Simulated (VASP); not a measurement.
# C (P6/mmm) in VASP: notebook, part 3 of 3

VASP 6.6.1. Earlier steps stand in the parts before.

## Step 5: Single point, PBE

This run uses another cell than the first one, of 4.81 Å³/atom, 1.308 times its volume.

Input file INCAR:

```
SYSTEM = C
PREC = Accurate
ENCUT = 520
EDIFF = 1E-7
ISMEAR = -1
SIGMA = 0.1
LREAL = .FALSE.
LASPH = .TRUE.
NELM = 80
ALGO = Normal
ISIF = 2
LWAVE = .FALSE.
LCHARG = .FALSE.
GGA = PE
NBANDS = 8
```

Input file KPOINTS:

```
Automatic mesh
0
G
  24 24 22
  0 0 0
```

Input file POSCAR:

```
C
1.0
    1.8971529864      0.0000000000      0.0000000000
   -0.9485764932      1.6429826811      0.0000000000
    0.0000000000      0.0000000000      1.5425728634
C
1
Direct
    0.0000000000      0.0000000000      0.0000000000
```

Potentials or basis: VASP PAW PBE potentials, release 64 (C).

Started as:

```
> cat potpaw_PBE.64/C/POTCAR > POTCAR
> mpirun -np 1 vasp_std > vasp.out
```

OUTCAR:

```text
SYSTEM = C
   PREC = Accurate
   ENCUT = 520
   EDIFF = 1E-7
   ISMEAR = -1
   LREAL = .FALSE.
   LASPH = .TRUE.
   NELM = 80
   ISIF = 2
   GGA = PE

 ion  position               nearest neighbor table
   1  0.000  0.000  0.000-

  LATTYP: Found a hexagonal cell.
 ALAT       =     1.8971529864
 C/A-ratio  =     0.8130988246

  Lattice vectors:

 A1 = (   1.8971529864,   0.0000000000,   0.0000000000)
 A2 = (  -0.9485764932,   1.6429826811,   0.0000000000)
[... 434 lines left out ...]
  band No.  band energies     occupation
      1      -0.6681      2.00000
      2       1.2656      2.00000
      3      16.3367      0.00000
      4      32.9334      0.00000
      5      33.7022      0.00000
      6      54.3105      0.00000
      7      63.5681      0.00000
      8      66.5111      0.00000

 [... further k-points ...]
[... 5 lines left out ...]
  --------------------------------------------------------------------------------------
  -------------------------------------------------------------------------------------
  Total        2.0360653      2.0360653      2.0562162      0.0000000      0.0000000      0.0000000
  in kB      678.4553221    678.4553221    685.1699824      0.0000000      0.0000000      0.0000000
  external PRESSURE =     680.6935422 kB  Pullay stress =       0.0000000 kB

 VOLUME and BASIS-vectors are now :
 -----------------------------------------------------------------------------
  energy-cutoff  :      520.00
  volume of cell :        4.81
      direct lattice vectors                 reciprocal lattice vectors
     1.897152986  0.000000000  0.000000000     0.527105619  0.304324571  0.000000000
    -0.948576493  1.642982681  0.000000000     0.000000000  0.608649143  0.000000000
     0.000000000  0.000000000  1.542572863     0.000000000  0.000000000  0.648267595

 POSITION                                       TOTAL-FORCE (eV/Angst)
 -----------------------------------------------------------------------------------
      0.00000      0.00000      0.00000        -0.000000      0.000000      0.000000
 -----------------------------------------------------------------------------------
    total drift:                               -0.000000     -0.000000      0.000000

  FREE ENERGIE OF THE ION-ELECTRON SYSTEM (eV)
  ---------------------------------------------------
  free  energy   TOTEN  =        -6.1424283644 eV

  energy  without entropy=       -6.1380314109  energy(sigma->0) =       -6.14022989
```

OSZICAR:

```text
N       E                     dE             d eps       ncg     rms          rms(c)
DAV:   1    -0.470524782256E+01   -0.47052E+01   -0.27851E+03 13440   0.512E+02
DAV:   2    -0.621473933066E+01   -0.15095E+01   -0.13882E+01 15448   0.296E+01
DAV:   3    -0.621715453910E+01   -0.24152E-02   -0.24151E-02 13568   0.123E+00
DAV:   4    -0.621715483999E+01   -0.30089E-06   -0.30099E-06 16976   0.114E-02
DAV:   5    -0.621715483817E+01    0.18222E-08   -0.14932E-10 13768   0.432E-05    0.283E+00
DAV:   6    -0.616244346207E+01    0.54711E-01   -0.33925E-02 12896   0.120E+00    0.170E+00
DAV:   7    -0.614230082183E+01    0.20143E-01   -0.48564E-02 13328   0.147E+00    0.249E-01
DAV:   8    -0.614242405500E+01   -0.12323E-03   -0.54994E-04 12840   0.223E-01    0.212E-02
DAV:   9    -0.614242786613E+01   -0.38111E-05   -0.36529E-06 16608   0.170E-02    0.108E-02
DAV:  10    -0.614242837155E+01   -0.50542E-06   -0.27104E-07 13112   0.428E-03    0.131E-03
DAV:  11    -0.614242836445E+01    0.71055E-08   -0.89758E-09  7072   0.802E-04
   1 F= -.61424284E+01 E0= -.61402299E+01  d E =-.439695E-02
```

Run time: 17 s. Hardware: 1 thread of Intel Xeon Platinum 8488C (Sapphire Rapids), shared host; peak memory 0.12 GiB.

What came out:

```yaml
Free_energy: -6.1424 eV
Pressure: 68.1 GPa
Band_gap_on_the_k_mesh: zero (band 2 reaches 22.86 eV, above the bottom of band 3 at 4.09 eV)
```

## Step 6: Single point, PBE

This run uses another cell than the first one, of 5.37 Å³/atom, 1.462 times its volume.

Input file INCAR:

```
SYSTEM = C
PREC = Accurate ; ENCUT = 520
EDIFF = 1E-7 ; ISMEAR = -1
SIGMA = 0.1 ; LREAL = .False.
LASPH = .True. ; NELM = 100
ALGO = Normal ; ISIF = 2
LWAVE = .False. ; LCHARG = .False.
GGA = PE ; NBANDS = 8
```

Input file KPOINTS:

```
Automatic mesh
0
Gamma
  24 24 22
  0 0 0
```

Input file POSCAR:

```
C
1.0
    1.9813829910      0.0000000000      0.0000000000
   -0.9906914955      1.7159280048      0.0000000000
    0.0000000000      0.0000000000      1.5805862998
C
1
Direct
    0.0000000000      0.0000000000      0.0000000000
```

Potentials or basis: VASP PAW PBE potentials, release 64 (C).

Started as:

```
> cat potpaw_PBE.64/C/POTCAR > POTCAR
> mpirun -np 1 vasp_std > vasp.out
```

Wall time 23 s (1 thread of Intel Xeon Platinum 8488C (Sapphire Rapids), shared host); peak memory 0.13 GiB.

Results (log left out):

```
Free energy            : -6.2788 eV
Pressure               : 13.5 GPa
Band gap on the k mesh : zero (band 2 reaches 19.65 eV, above the bottom of band 3 at 3.20 eV)
```

Stress tensor (GPa, compression positive):
```
13.37  0.00  0.00
 0.00 13.37  0.00
 0.00  0.00 13.76
```

Levels at points of the mesh, in eV from the Fermi level:
```tsv
k point	band 1	band 2	band 3	band 4	band 5	band 6
(0.00, 0.00, 0.00)	-22.71	7.42	7.42	16.52	27.14	30.36
(0.50, 0.00, 0.00)	-12.58	-12.05	2.82	17.72	18.97	38.00
(0.00, 0.00, 0.50)	-12.31	-9.14	12.86	12.86	29.26	40.42
(0.50, 0.00, 0.50)	-6.68	-2.78	1.96	9.32	10.25	31.25
```

## Step 7: Overview

```csv
cell,gap on the mesh (eV),pressure (GPa)
"a = 1.697, b = 1.697, c = 1.475 Å, angles 90.0, 90.0, 120.0°, 1 atom",none,311.2
"a = 1.808, b = 1.808, c = 1.499 Å, angles 90.0, 90.0, 120.0°, 1 atom",none,159.8
"a = 1.897, b = 1.897, c = 1.543 Å, angles 90.0, 90.0, 120.0°, 1 atom",none,68.1
"a = 1.981, b = 1.981, c = 1.581 Å, angles 90.0, 90.0, 120.0°, 1 atom",none,13.5
```

Alike in all rows: task single point; level PBE; potentials or basis VASP PAW PBE potentials, release 64 (C); no spin polarisation; k mesh 24 × 24 × 22; cutoff (eV) 520; smearing fermi-dirac 0.1 eV.

Absolute energies hang on the potentials; compare differences alone.
